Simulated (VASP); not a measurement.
## Re: single point with PBE

Crystal: Re.

```
CELL_PARAMETERS angstrom
2.76534 0.00000 -0.02765
-1.38267 2.39485 0.01383
-0.04474 0.00000 4.47358
ATOMIC_POSITIONS crystal
Re 0.33333 0.66667 0.25000
Re 0.66667 0.33333 0.75000
```

This cell differs from its parent crystal: strain -0.0200 x Voigt [0, 0, 0, 0, 1, 0].

```
Program                : VASP 6.6.1
Task                   : single point
Functional             : PBE
Potentials or basis    : VASP PAW PBE potentials, release 64 (Re)
Cutoff                 : 520 eV
k mesh                 : 21 × 21 × 12
Occupations            : gaussian, width 0.15 eV
Spin                   : no spin polarisation
Dipole correction      : no
Further INCAR settings : ALGO = Normal; EDIFF = 1e-06; NBANDS = 14
```

```yaml
Pressure: 3.1 GPa
Band_gap_on_the_k_mesh: zero (band 7 reaches 9.34 eV, above the bottom of band 8 at 6.15 eV)
```

Stress tensor (GPa, compression positive):
```
3.36 0.00 3.25
0.00 3.40 0.00
3.25 0.00 2.41
```

Levels at points of the mesh, in eV from the Fermi level:
```csv
k point,band 4,band 5,band 6,band 7,band 8,band 9,band 10,band 11
"(0.00, 0.00, 0.00)",-1.56,-1.56,-0.74,-0.74,0.20,0.22,0.58,3.32
"(0.00, 0.00, 0.50)",-2.38,-1.70,-1.70,-1.66,-1.66,2.38,2.38,2.66
```

It took 7.2 min on 1 thread of Intel(R) Xeon(R) Platinum 8259CL CPU @ 2.50GHz (Skylake/Cascade Lake) (shared host), peak memory 0.59 GiB.

Caveat: the cell differs from its parent crystal (strain -0.0200 x Voigt [0, 0, 0, 0, 1, 0]); spin-orbit coupling is left out, which moves the levels of the heavy elements.
